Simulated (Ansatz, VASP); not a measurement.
# Fe in VASP and in Ansatz

The input INCAR:

```
PREC = Accurate ; ENCUT = 520
EDIFF = 1E-6 ; ISMEAR = -1
SIGMA = 0.08 ; LREAL = F
LASPH = T ; NELM = 80
ALGO = Normal ; ISIF = 2
LWAVE = F ; LCHARG = F
GGA = PS ; NBANDS = 15
```

File KPOINTS:

```
regular mesh
0
Gamma
  17 17 10
```

Contents of POSCAR:

```
Fe
1.0
    2.4341575853      0.0000000000      0.0000000000
   -1.2170787927      2.1080423057      0.0000000000
    0.0000000000      0.0000000000      3.7266764359
Fe
2
Direct
    0.3333333333      0.6666666667      0.2500000000
    0.6666666667      0.3333333333      0.7500000000
```

Input for Ansatz:

```yaml
crystal:
  lattice:
    - [2.4341575853, 0.0, 0.0]
    - [-1.2170787927, 2.1080423057, 0.0]
    - [0.0, 0.0, 3.7266764359]
  atoms:
    - { symbol: Fe, position: [0.3333333333, 0.6666666667, 0.25] }
    - { symbol: Fe, position: [0.6666666667, 0.3333333333, 0.75] }
kpoints:
  mp_grid: { grid: [17, 17, 10] }
  band_path:
    path:
      - [0.0, 0.0, 0.0]
      - [0.5, 0.0, 0.0]
      - [0.3333333333, 0.3333333333, 0.0]
      - [0.0, 0.0, 0.0]
      - [0.0, 0.0, 0.5]
      - [0.5, 0.0, 0.5]
      - [0.3333333333, 0.3333333333, 0.5]
      - [0.0, 0.0, 0.5]
      - [0.5, 0.0, 0.5]
    npoints: 5
scf:
  occupations: { method: fermi_dirac, width: 0.08 }
hamiltonian:
  xc: pbesol
  pseudopotentials: { kind: all_electron, lapw: { basis_error: 0.00025 } }
output:
  forces: true
  stress: true
  eigenvalues: true
```

Change from the starting cell: zz strain of -3 %.

Alike in both runs: task single point; functional PBEsol; k mesh 17 × 17 × 10; occupations fermi-dirac, width 0.08 eV; no spin polarisation.

|  | VASP | Ansatz |
| --- | --- | --- |
| version | VASP 6.6.1 | Ansatz 0.2.0 |
| potentials or method | VASP PAW PBE potentials, release 64 (Fe), cutoff 520 eV | all-electron LAPW, scalar-relativistic |

```csv
,VASP,Ansatz,Ansatz less VASP
pressure (GPa),9.3,9.8,+0.44
"traceless stress, the component that is largest in VASP (GPa)",11.28,11.66,+0.384
```

VASP's potentials were made for PBE, not for PBEsol. Ansatz ran all-electron here, and VASP with PAW potentials.
